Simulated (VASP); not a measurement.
The system is KZrN.

```
K Zr N
1.0
     4.26292    0.00000    0.00000
    -2.13146    3.69179    0.00000
     0.00000    0.00000    4.53736
K Zr N
1 1 1
Direct
  0.00000 0.00000 0.00000
  0.66667 0.33333 0.50000
  0.33333 0.66667 0.50000
```

- Program: VASP 6.6.1
- Task: relaxation of cell and atoms
- Functional: PBE
- Potentials or basis: VASP PAW PBE potentials, release 64 (K_sv, Zr_sv, N)
- Cutoff: 600 eV
- k mesh: 6 × 6 × 4
- Occupations: gaussian, width 0.1 eV
- Spin: no spin polarisation

At the start: pressure -11.1 GPa; volume 23.80 Å³/atom.

Where does the relaxation end?

Over 8 steps the energy falls by 822.5 meV/atom and the volume is 24.53 Å³/atom (+3.0 %); space group P-6m2 (No. 187, to 0.05 Å).

The path:
```csv
step,energy change (eV),largest force (eV/Å),pressure (GPa),volume (Å³)
1,0.0000,0.0000,-11.14,71.41
2,-1.2964,0.0000,11.28,54.99
3,-1.3369,0.0000,6.51,56.80
4,-1.7882,0.0000,6.21,60.14
5,-2.2713,0.0000,8.45,68.46
6,-2.3318,0.0000,7.46,66.72
7,-2.3175,0.0000,-5.79,81.67
8,-2.4674,0.0000,-0.13,73.58
```

Final structure:
```
CELL_PARAMETERS angstrom
3.65002 0.00000 0.00000
-1.82501 3.16101 0.00000
0.00000 0.00000 6.37714
ATOMIC_POSITIONS crystal
K 0.00000 0.00000 0.00000
Zr 0.66667 0.33333 0.50000
N 0.33333 0.66667 0.50000
```
